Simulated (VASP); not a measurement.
**BeTe: single point with LDA**

Crystal: BeTe.

```
Be Te
1.0
     2.75055    2.75055    0.00000
    -2.75055    2.75055    0.00000
     0.00000    2.75055    2.75055
Be Te
1 1
Direct
  0.00000 0.00000 0.00000
  0.75000 0.25000 0.50000
```

```yaml
Program: VASP 6.6.1
Task: single point
Functional: LDA
Potentials_or_basis: VASP PAW LDA potentials, release 64 (Be, Te)
Cutoff: 520 eV
k_mesh: 8 × 8 × 8
Occupations: gaussian, width 0.01 eV
Spin: no spin polarisation
Dipole_correction: no
Further_INCAR_settings: ALGO = Normal; EDIFF = 1e-07; NBANDS = 11
```

| Item | Value |
| --- | --- |
| Pressure | 2.3 GPa |
| Band gap on the k mesh | 1.70 eV, indirect (least direct gap 3.52 eV) |

Levels at points of the mesh, in eV from the valence-band top:
| k point | band 1 | band 2 | band 3 | band 4 | band 5 | band 6 | band 7 | band 8 |
| --- | --- | --- | --- | --- | --- | --- | --- | --- |
| (0.00, 0.00, 0.00) | -12.80 | 0.00 | 0.00 | 0.00 | 3.52 | 3.52 | 3.52 | 4.25 |
| (0.50, 0.00, 0.00) | -11.29 | -6.00 | -1.25 | -1.25 | 3.25 | 4.52 | 4.52 | 7.62 |
| (0.50, 0.50, 0.00) | -10.73 | -5.47 | -2.92 | -2.92 | 1.70 | 2.55 | 10.04 | 10.04 |

Run time: 9.6 s on 1 thread of Intel(R) Xeon(R) 6975P-C (Granite Rapids) (shared host), peak memory 0.15 GiB.

Caveat: spin-orbit coupling is left out, which moves the levels of the heavy elements. A k mesh can miss the band edges.
